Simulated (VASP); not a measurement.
As:

```xyz
7
Lattice="4.7600 0.0000 0.0000 0.0000 4.7600 0.0000 0.0000 0.0000 4.7600" Properties=species:S:1:pos:R:3 pbc="T T T"
As    2.3800    2.3800    0.0000
As    0.0000    2.3800    2.3800
As    2.3800    0.0000    2.3800
As    2.3800    2.3800    2.3800
As    2.3800    0.0000    0.0000
As    0.0000    2.3800    0.0000
As    0.0000    0.0000    2.3800
```

```yaml
Program: VASP 6.6.1
Task: relaxation of cell and atoms
Functional: PBE
Potentials_or_basis: VASP PAW PBE potentials, release 64 (As)
Cutoff: 600 eV
k_mesh: 4 × 4 × 4
Occupations: gaussian, width 0.1 eV
Spin: no spin polarisation
```

At the start: pressure 55.3 GPa; volume 15.41 Å³/atom.

Task: How do energy, volume and symmetry change on relaxing?

Result: Over 4 steps the energy falls by 822.6 meV/atom and the volume is 22.00 Å³/atom (+42.8 %); space group Pm-3m (No. 221, to 0.05 Å).

The path:
```
step  energy change (eV)  largest force (eV/Å)  pressure (GPa)  volume (Å³)
   1              0.0000                0.0000           55.28       107.85
   2             -2.9218                0.0000          -11.06       213.93
   3             -5.7552                0.0000           -0.69       155.06
   4             -5.7582                0.0000           -0.21       154.00
```

Final structure:
```yaml
crystal:
  lattice:
    - [5.36013, 0.00000, 0.00000]
    - [0.00000, 5.36013, 0.00000]
    - [0.00000, 0.00000, 5.36013]
  atoms:
    - { symbol: As, position: [0.50000, 0.50000, 0.00000] }
    - { symbol: As, position: [0.00000, 0.50000, 0.50000] }
    - { symbol: As, position: [0.50000, 0.00000, 0.50000] }
    - { symbol: As, position: [0.50000, 0.50000, 0.50000] }
    - { symbol: As, position: [0.50000, 0.00000, 0.00000] }
    - { symbol: As, position: [0.00000, 0.50000, 0.00000] }
    - { symbol: As, position: [0.00000, 0.00000, 0.50000] }
```

Caveat: the volume moved by over 15 % at a fixed basis, so the end points are rough.
